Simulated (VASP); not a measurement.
InAs (so), 2 atoms in the cell. Symmetry: F-43m, No. 216, cubic system. The conventional cell has a = 5.875 Å, b = 5.875 Å, c = 5.875 Å, α = 90.00°, β = 90.00°, γ = 90.00°. Within 3.4 Å of In (site symmetry -43m) lie 4 As at 2.54 Å. Within 3.4 Å of As (site symmetry -43m) lie 4 In at 2.54 Å. 

| Property | Result |
| --- | --- |
| Program | VASP 6.6.1 |
| Task | relaxation of cell and atoms |
| Functional | PBEsol |
| Potentials or basis | VASP PAW PBE potentials, release 64 (In_d, As) |
| Cutoff | 600 eV |
| k mesh | 10 × 10 × 10 |
| Occupations | gaussian, width 0.1 eV |
| Spin | non-collinear spin, zero start, spin-orbit coupling |
| Starting moments | [[0.0, 0.0, 0.0], [0.0, 0.0, 0.0]] μB |
| Target pressure | 7.5 GPa |
| Dipole correction | no |
| Further INCAR settings | ALGO = Normal; EDIFF = 1e-07; IBRION = 2; EDIFFG = -0.004; NSW = 70; ISIF = 3 |

Potentials or basis: VASP PAW PBE potentials, release 64 (In_d, As).

Launch:

```sh
$ cat potpaw_PBE.64/In_d/POTCAR potpaw_PBE.64/As/POTCAR > POTCAR
$ mpirun -np 1 vasp_ncl > vasp.out
```

Hardware: 1 thread of Intel(R) Xeon(R) Platinum 8488C (Sapphire Rapids) (shared host).

Task: How long does it take, and how much memory?

Result: It took 9.2 min on 1 thread of Intel(R) Xeon(R) Platinum 8488C (Sapphire Rapids), with other jobs on the host, peak memory 0.49 GiB. Counts: scf iterations 31, k points 73, ion steps 3.
